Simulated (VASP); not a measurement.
A run of VASP 6.6.1 is set up as follows.

Contents of INCAR:

```
PREC = Accurate
ENCUT = 500
EDIFF = 1E-6
ISMEAR = 0
SIGMA = 0.2
LREAL = False
LASPH = True
NELM = 120
ALGO = Normal
ISIF = 2
LWAVE = False
LCHARG = True
GGA = PE
LELF = True
LVHAR = True
NBANDS = 46
GGA_COMPAT = False
```

The input KPOINTS:

```
Automatic mesh
0
Gamma
  4 4 3
```

POSCAR

```
SiMo5
1.0
    4.6090556917     -0.0000000026      0.0000000000
   -2.3045278436      3.9915593177      0.0000000000
    0.0000000000      0.0000000000      5.0776167416
Si Mo
1 5
Direct
    0.0000000000      0.0000000000      0.0000000000
    0.3333333333      0.6666666667      0.7515812872
    0.3333333333      0.6666666667      0.2484187128
    0.6666666667      0.3333333333      0.2484187128
    0.6666666667      0.3333333333      0.7515812872
    0.0000000000      0.0000000000      0.5000000000
```

Potentials or basis: VASP PAW PBE potentials, release 64 (Si, Mo_sv).

Run with:

```sh
$ cat potpaw_PBE.64/Si/POTCAR potpaw_PBE.64/Mo_sv/POTCAR > POTCAR
$ mpirun -np 1 vasp_std > vasp.out
```

Q: What does it give for the pressure?

A: 0.6 GPa.

Q: Predict the largest force.

A: 0.032 eV/Å.

Q: What does it give for the band gap on the k mesh?

A: Zero (band 37 reaches 11.99 eV, above the bottom of band 38 at 11.84 eV).

Forces in eV/Å, atoms in the order of the input:
```
Si   0.000  0.000  0.000
Mo   0.000  0.000  0.032
Mo   0.000  0.000 -0.032
Mo   0.000  0.000 -0.032
Mo   0.000  0.000  0.032
Mo   0.000  0.000  0.000
```

Caveat: the k points lie up to 0.41 Å⁻¹ apart.
